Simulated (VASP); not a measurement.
# Si2W (Fm-3m) in VASP: further runs

Si2W is run at these levels: PBE; tasks: single point.

All numbers are computed with VASP 6.6.1; they aren't measurements. Logs are shortened: lines on timing, memory, paths and dates and some standing lists are left out, and cuts for length are marked.

**1. The cell of the first run**

The structure is cubic, space group Fm-3m (No. 225). The conventional cell has a = 5.858 Å, b = 5.858 Å, c = 5.858 Å, α = 90.00°, β = 90.00°, γ = 90.00°. Within 3.3 Å of Si (site symmetry -43m) lie 4 W at 2.54 Å and 6 Si at 2.93 Å. W (site symmetry m-3m) has 8 Si at 2.54 Å within 3.3 Å.

**2. Single point, PBE**

File INCAR:

```
PREC = Accurate
ENCUT = 500
EDIFF = 1E-6
ISMEAR = 0
SIGMA = 0.1
LREAL = False
LASPH = True
NELM = 120
ALGO = Normal
ISIF = 2
LWAVE = False
LCHARG = False
GGA = PE
NBANDS = 18
GGA_COMPAT = False
```

File KPOINTS:

```
Automatic mesh
0
Gamma
  4 4 4
```

File POSCAR:

```
Si2W
1.0
    0.0000000000      2.9288830633      2.9288830633
    2.9288830633      0.0000000000      2.9288830633
    2.9288830633      2.9288830633      0.0000000000
Si W
2 1
Direct
    0.2500000000      0.2500000000      0.2500000000
    0.7500000000      0.7500000000      0.7500000000
    0.5000000000      0.5000000000      0.5000000000
```

Potentials or basis: VASP PAW PBE potentials, release 64 (Si, W_sv).

Launch:

```sh
$ cat potpaw_PBE.64/Si/POTCAR potpaw_PBE.64/W_sv/POTCAR > POTCAR
$ mpirun -np 1 vasp_std > vasp.out
```

OUTCAR:

```text
PREC = Accurate
   ENCUT = 500
   EDIFF = 1E-6
   ISMEAR = 0
   LREAL = False
   LASPH = True
   NELM = 120
   ISIF = 2
   GGA = PE

 ion  position               nearest neighbor table
   1  0.250  0.250  0.250-   3 2.54   3 2.54   3 2.54   3 2.54   2 2.93   2 2.93   2 2.93   2 2.93
                             2 2.93   2 2.93
   2  0.750  0.750  0.750-   3 2.54   3 2.54   3 2.54   3 2.54   1 2.93   1 2.93   1 2.93   1 2.93
                             1 2.93   1 2.93
   3  0.500  0.500  0.500-   1 2.54   1 2.54   1 2.54   1 2.54   2 2.54   2 2.54   2 2.54   2 2.54

  LATTYP: Found a face centered cubic cell.
 ALAT       =     5.8577661266

  Lattice vectors:

 A1 = (   0.0000000000,   2.9288830633,   2.9288830633)
 A2 = (   2.9288830633,   0.0000000000,   2.9288830633)
 A3 = (   2.9288830633,   2.9288830633,   0.0000000000)

Analysis of symmetry for initial positions (statically):
=====================================================================
 Subroutine PRICEL returns:
 Original cell was already a primitive cell.

 Routine SETGRP: Setting up the symmetry group for a
 face centered cubic supercell.

 Subroutine GETGRP returns: Found 48 space group operations
 (whereof 48 operations were pure point group operations)
 out of a pool of 48 trial point group operations.

The static configuration has the point symmetry O_h .

Analysis of symmetry for dynamics (positions and initial velocities):
=====================================================================
 Subroutine PRICEL returns:
 Original cell was already a primitive cell.

 Routine SETGRP: Setting up the symmetry group for a
 face centered cubic supercell.

 Subroutine GETGRP returns: Found 48 space group operations
 (whereof 48 operations were pure point group operations)
 out of a pool of 48 trial point group operations.

The dynamic configuration has the point symmetry O_h .

 Subroutine INISYM returns: Found 48 space group operations
 (whereof 48 operations are pure point group operations),
 and found     1 'primitive' translations

----------------------------------------------------------------------------------------

                                     Primitive cell

  volume of cell :      50.2500

  direct lattice vectors                    reciprocal lattice vectors
     0.000000000  2.928883063  2.928883063    -0.170713541  0.170713541  0.170713541
     2.928883063  0.000000000  2.928883063     0.170713541 -0.170713541  0.170713541
     2.928883063  2.928883063  0.000000000     0.170713541  0.170713541 -0.170713541

  length of vectors
     4.142066151  4.142066151  4.142066151     0.295684527  0.295684527  0.295684527

  position of ions in fractional coordinates (direct lattice)
     0.250000000  0.250000000  0.250000000
     0.750000000  0.750000000  0.750000000
     0.500000000  0.500000000  0.500000000

  ion indices of the primitive-cell ions
   primitive index   ion index
                 1           1
                 2           2
                 3           3

----------------------------------------------------------------------------------------

 KPOINTS: Automatic mesh

Automatic generation of k-mesh.
 Grid dimensions read from file:
 generate k-points for:    4    4    4

 Generating k-lattice:

  Cartesian coordinates                     Fractional coordinates (reciprocal lattice)
    -0.042678385  0.042678385  0.042678385     0.250000000  0.000000000  0.000000000
     0.042678385 -0.042678385  0.042678385     0.000000000  0.250000000  0.000000000
     0.042678385  0.042678385 -0.042678385     0.000000000  0.000000000  0.250000000

  Length of vectors
     0.073921132  0.073921132  0.073921132

  Shift w.r.t. Gamma in fractional coordinates (k-lattice)
     0.000000000  0.000000000  0.000000000

 Subroutine IBZKPT returns following result:
 ===========================================

 Found      8 irreducible k-points:

 Following reciprocal coordinates:
            Coordinates               Weight
  0.000000  0.000000  0.000000      1.000000
  0.250000  0.000000  0.000000      8.000000
  0.500000  0.000000  0.000000      4.000000
  0.250000  0.250000  0.000000      6.000000
  0.500000  0.250000  0.000000     24.000000
 -0.250000  0.250000  0.000000     12.000000
  0.500000  0.500000  0.000000      3.000000
 -0.250000  0.500000  0.250000      6.000000
   k-points           NKPTS =      8   k-points in BZ     NKDIM =      8   number of bands    NBANDS=     18
   number of dos      NEDOS =    301   number of ions     NIONS =      3
   total plane-waves  NPLWV =  27000
   dimension x,y,z NGX =    30 NGY =   30 NGZ =   30
   dimension x,y,z NGXF=    60 NGYF=   60 NGZF=   60
   ions per type =               2   1
   NGX,Y,Z   is equivalent  to a cutoff of  12.04, 12.04, 12.04 a.u.
   NGXF,Y,Z  is equivalent  to a cutoff of  24.08, 24.08, 24.08 a.u.
 SYSTEM =  unknown system
   PREC   = accura    normal or accurate (medium, high low for compatibility)
   ISTART =      0    job   : 0-new  1-cont  2-samecut
   ICHARG =      2    charge: 1-file 2-atom 10-const
   ISPIN  =      1    spin polarized calculation?
   LNONCOLLINEAR =      F non collinear calculations
   LSORBIT =      F    spin-orbit coupling
   LASPH  =      T    aspherical Exc in radial PAW
   ENCUT  =  500.0 eV  36.75 Ry    6.06 a.u.   7.55  7.55  7.55*2*pi/ulx,y,z
   NELM   =    120;   NELMIN=  2; NELMDL= -5     # of ELM steps
   EDIFF  = 0.1E-05   stopping-criterion for ELM
   LREAL  =      F    real-space projection
   EDIFFG = 0.1E-04   stopping-criterion for IOM
   NSW    =      0    number of steps for IOM
   IBRION =     -1    ionic relax: 0-MD 1-quasi-New 2-CG
   NFREE  =      0    steps in history (QN), initial steepest desc. (CG)
   ISIF   =      2    stress and relaxation
   ISYM   =      2    0-nonsym 1-usesym 2-fastsym
   POTIM  = 0.5000    time-step for ionic-motion
   TEBEG  =    0.0;   TEEND  =   0.0 temperature during run
   PSTRESS=    0.0 pullay stress
   NELECT =      22.0000    total number of electrons
   NUPDOWN=      -1.0000    fix difference up-down
   EMIN   =  10.00;   EMAX   =-10.00  energy-range for DOS
   EFERMI =   0.00;   METHOD = LEGACY
   ISMEAR =     0;   SIGMA  =   0.10  broadening in eV -4-tet -1-fermi 0-gaus
   EFERMI_NEDOS =   21; number of points for ismear=-14 and -15
   IALGO  =     38    algorithm
   IMIX   =      4    mixing-type and parameters
     AMIX     =   0.40;   BMIX     =  1.00
     AMIX_MAG =   1.60;   BMIX_MAG =  1.00
  volume/ion in A,a.u.               =      16.75       113.03
  Fermi-wavevector in a.u.,A,eV,Ry     =   1.243093  2.349106 21.024821  1.545281
  Thomas-Fermi vector in A             =   2.377419
   LORBIT       =      0    0 simple, 1 ext, 2 COOP (PROOUT), +10 PAW based schemes
   GGA     = PE    functional components
   LHFCALC =     F    Hartree Fock is set to
   AEXX    =    0.0000 exact exchange contribution
   IVDW    =     0    specifies the selected vdW correction
   LEPSILON=     F    determine dielectric tensor
   LRPA    =     F    only Hartree local field effects (RPA)
 non-spin polarized calculation
 Gauss-broadening in eV      SIGMA  =   0.10
  energy-cutoff  :      500.00
  volume of cell :       50.25
 maximum number of plane-waves:      1298
   NGX = 15   NGY = 15   NGZ = 15

 number of electron      22.0000002 magnetization

 Free energy of the ion-electron system (eV)
  ---------------------------------------------------
  ext. energy  EPLUGINS =         0.00000000
  ---------------------------------------------------
  free energy    TOTEN  =       -22.28267939 eV

  energy without entropy =      -22.27232736  energy(sigma->0) =      -22.27750337

 E-fermi :   8.6628     XC(G=0): -11.2568

 val. band max:        8.6425900753   @ k =  -0.2500   0.5000   0.2500
 cond. band min:       8.7919973060   @ k =   0.2500   0.0000   0.0000
 fundamental gap:      0.1494072307
 Fermi energy:         8.6627895918

 k-point     1 :       0.0000    0.0000    0.0000
  band No.  band energies     occupation
      1     -64.6238      2.00000
      2     -28.9634      2.00000
      3     -28.9634      2.00000
      4     -28.9634      2.00000
      5      -3.4007      2.00000
      6       4.1260      2.00000
[... 10 lines left out ...]
     17      13.0370      0.00000
     18      15.9537      0.00000

 k-point     2 :       0.2500    0.0000    0.0000
  band No.  band energies     occupation
      1     -64.6236      2.00000
      2     -28.9781      2.00000
      3     -28.9657      2.00000
      4     -28.9657      2.00000
      5      -2.5459      2.00000
      6       2.1674      2.00000
[... 10 lines left out ...]
     17      14.2696      0.00000
     18      16.8387      0.00000

 k-point     3 :       0.5000    0.0000    0.0000
  band No.  band energies     occupation
      1     -64.6233      2.00000
      2     -28.9926      2.00000
      3     -28.9681      2.00000
      4     -28.9681      2.00000
      5      -0.9310      2.00000
      6       0.3885      2.00000
[... 10 lines left out ...]
     17      15.6192      0.00000
     18      17.0235      0.00000

 k-point     4 :       0.2500    0.2500    0.0000
  band No.  band energies     occupation
      1     -64.6235      2.00000
      2     -28.9781      2.00000
      3     -28.9689      2.00000
      4     -28.9689      2.00000
      5      -2.2355      2.00000
      6       2.1257      2.00000
[... 10 lines left out ...]
     17      13.9652      0.00000
     18      16.1056      0.00000

 k-point     5 :       0.5000    0.2500    0.0000
  band No.  band energies     occupation
      1     -64.6233      2.00000
      2     -28.9882      2.00000
      3     -28.9756      2.00000
      4     -28.9712      2.00000
      5      -0.5515      2.00000
      6       0.8802      2.00000
[... 10 lines left out ...]
     17      15.2993      0.00000
     18      15.5891      0.00000

 k-point     6 :      -0.2500    0.2500    0.0000
  band No.  band energies     occupation
      1     -64.6234      2.00000
      2     -28.9845      2.00000
      3     -28.9762      2.00000
      4     -28.9681      2.00000
      5      -1.2528      2.00000
      6       1.2364      2.00000
[... 10 lines left out ...]
     17      15.7365      0.00000
     18      16.0281      0.00000

 k-point     7 :       0.5000    0.5000    0.0000
  band No.  band energies     occupation
      1     -64.6233      2.00000
      2     -28.9925      2.00000
      3     -28.9745      2.00000
      4     -28.9745      2.00000
      5       0.3121      2.00000
      6       1.1714      2.00000
[... 10 lines left out ...]
     17      15.6030      0.00000
     18      16.7811      0.00000

 k-point     8 :      -0.2500    0.5000    0.2500
  band No.  band energies     occupation
      1     -64.6232      2.00000
      2     -28.9835      2.00000
      3     -28.9835      2.00000
      4     -28.9745      2.00000
      5       0.6669      2.00000
      6       0.6669      2.00000
[... 10 lines left out ...]
     17      15.7011      0.00000
     18      15.7236      0.00000

------------------------ aborting loop because EDIFF is reached ----------------------------------------

  FORCE on cell =-STRESS in cart. coord.  units (eV):
  Direction    XX          YY          ZZ          XY          YZ          ZX
  --------------------------------------------------------------------------------------
  -------------------------------------------------------------------------------------
  Total       -0.0199220     -0.0199220     -0.0199220      0.0000000      0.0000000     -0.0000000
  in kB       -0.6351955     -0.6351955     -0.6351955      0.0000000      0.0000000     -0.0000000
  external PRESSURE =      -0.6351955 kB  Pullay stress =       0.0000000 kB

 VOLUME and BASIS-vectors are now :
 -----------------------------------------------------------------------------
  energy-cutoff  :      500.00
  volume of cell :       50.25
      direct lattice vectors                 reciprocal lattice vectors
     0.000000000  2.928883063  2.928883063    -0.170713541  0.170713541  0.170713541
     2.928883063  0.000000000  2.928883063     0.170713541 -0.170713541  0.170713541
     2.928883063  2.928883063  0.000000000     0.170713541  0.170713541 -0.170713541

 POSITION                                       TOTAL-FORCE (eV/Angst)
 -----------------------------------------------------------------------------------
      1.46444      1.46444      1.46444        -0.000000      0.000000     -0.000000
      4.39332      4.39332      4.39332         0.000000      0.000000      0.000000
      2.92888      2.92888      2.92888        -0.000000     -0.000000      0.000000
 -----------------------------------------------------------------------------------
    total drift:                                0.000000     -0.000000      0.000000

  FREE ENERGIE OF THE ION-ELECTRON SYSTEM (eV)
  ---------------------------------------------------
  free  energy   TOTEN  =       -22.2826793855 eV

  energy  without entropy=      -22.2723273577  energy(sigma->0) =      -22.27750337
```

Wall time 5.7 s (1 thread of Intel Xeon 6975P-C (Granite Rapids), shared host); peak memory 0.16 GiB.

What came out:

```
Free energy            : -22.2827 eV
Pressure               : -0.1 GPa
Band gap on the k mesh : zero (band 11 reaches 9.36 eV, above the bottom of band 12 at 7.60 eV)
```

Caveat: the k points lie up to 0.46 Å⁻¹ apart; spin-orbit coupling is left out, which moves the levels of the heavy elements.

[end of part 1 of 2]
